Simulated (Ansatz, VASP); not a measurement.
Two plane-wave programs on CoO

The input INCAR:

```
SYSTEM = CoO
PREC     = Accurate       ! precision mode
ENCUT    = 700            ! plane-wave cutoff, eV
EDIFF    = 1E-6           ! SCF threshold, eV
ISMEAR   = 0              ! smearing method
SIGMA    = 0.02           ! smearing width, eV
LREAL    = .False.        ! projectors in reciprocal space
LASPH    = .True.         ! aspherical terms in the spheres
NELM     = 200            ! most SCF steps
ALGO     = Normal         ! electronic algorithm
ISIF     = 2              ! what is computed and relaxed
LWAVE    = .False.        ! write WAVECAR
LCHARG   = .True.         ! write CHGCAR
ISPIN    = 2              ! spin polarisation
MAGMOM   = 2.85 0.26      ! initial moments
LORBIT   = 11             ! projections on sites
LMAXMIX  = 4              ! l up to which the mixer works
LDAU     = .True.         ! DFT+U
LDAUTYPE = 2            
LDAUL    = 2 -1           ! shell
LDAUU    = 3.32 0         ! U, eV
LDAUJ    = 0 0          
LDAUPRINT= 1            
GGA      = PE             ! functional
LELF     = .True.         ! ELF
LVHAR    = .True.       
NBANDS   = 22             ! bands
GGA_COMPAT= .False.
```

Contents of KPOINTS:

```
Automatic mesh
0
Gamma
  12 12 12
  0 0 0
```

File POSCAR:

```
CoO
1.0
    1.4989418984      0.8654145085      2.4121645444
   -1.4989418984      0.8654145085      2.4121645444
    0.0000000000     -1.7308290171      2.4121645444
Co O
1 1
Direct
    0.0000000000      0.0000000000      0.0000000000
    0.5000000000      0.5000000000      0.5000000000
```

Input for Ansatz:

```yaml
crystal:
  lattice:
    - [1.4989418984, 0.8654145085, 2.4121645444]
    - [-1.4989418984, 0.8654145085, 2.4121645444]
    - [0.0, -1.7308290171, 2.4121645444]
  atoms:
    - { symbol: Co, position: [0.0, 0.0, 0.0], spin: 2.85 }
    - { symbol: O, position: [0.5, 0.5, 0.5], spin: 0.26 }
basis:
  ecutwfc: 420
kpoints:
  mp_grid: { grid: [12, 12, 12] }
  band_path: { path: [VBM, CBM], npoints: 2 }
hamiltonian:
  xc: pbe
  hubbard: { sites: [{ species: Co, l: d, u_eff: 3.32 }] }
scf:
  occupations: { method: gaussian, width: 0.02 }
output:
  forces: true
  stress: true
  eigenvalues: true
  populations: true
magnetization:
  spin_polarized: true
checkpoint:
  read: start.run
  write: ck
  compress: false
  write_wavefunctions: false
  write_every: 100000
```

Alike in both runs: task single point; functional PBE; k mesh 12 × 12 × 12; occupations gaussian, width 0.02 eV; collinear spin; Hubbard terms Co d U = 3.32 eV.

```csv
,VASP,Ansatz
version,VASP 6.6.1,Ansatz 0.2.0
potentials or method,"VASP PAW PBE potentials, release 64 (Co_sv, O), cutoff 700 eV","scalar-relativistic, plane waves, PAW"
valence electrons in the cell,23,23
```

|  | VASP | Ansatz | Ansatz less VASP |
| --- | --- | --- | --- |
| pressure (GPa) | 7.0 | 15.0 | +7.99 |
| traceless stress, the component that is largest in VASP (GPa) | -0.75 | 0.00 | +0.744 |
| net moment per atom (μB) | 1.50 | 1.50 | 0.000 |
| size of the moment on the site where the two differ most (μB) | 2.68 | 2.59 | -0.088 |

Site moments also hang on the region over which each program counts them. The programs project onto different local orbitals, so the same U acts differently, and such runs can settle in different states. Ansatz's warnings: look outside group, minimisation memory short, stability check not made.
